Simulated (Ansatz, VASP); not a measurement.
Ba: VASP beside Ansatz

```
Ba
1.0
    -2.30000    2.30000    2.50000
     2.30000   -2.30000    2.50000
     2.30000    2.30000   -2.50000
Ba
1
Direct
  0.00000 0.00000 0.00000
```

Change from the starting cell: strain -0.080 along x and y, +0.000 along z, atoms carried along.

Alike in both runs: task single point; functional PBEsol; k mesh 14 × 14 × 14; occupations gaussian, width 0.15 eV; no spin polarisation.

```csv
,VASP,Ansatz
version,VASP 6.6.1,Ansatz 0.2.0
potentials or method,"VASP PAW PBE potentials, release 64 (Ba_sv), cutoff 520 eV","scalar-relativistic, plane waves, PAW"
valence electrons in the cell,10,10
```

```csv
,VASP,Ansatz,Ansatz less VASP
gap on the k mesh at the Fermi level (eV),none,none,-
pressure (GPa),1.1,1.0,-0.15
"traceless stress, the component that is largest in VASP (GPa)",-0.28,-0.28,+0.006
```

VASP's potentials were made for PBE, not for PBEsol. A gap of «none» marks a metal or a gap that the smearing closes.

Spin-orbit coupling is off throughout.
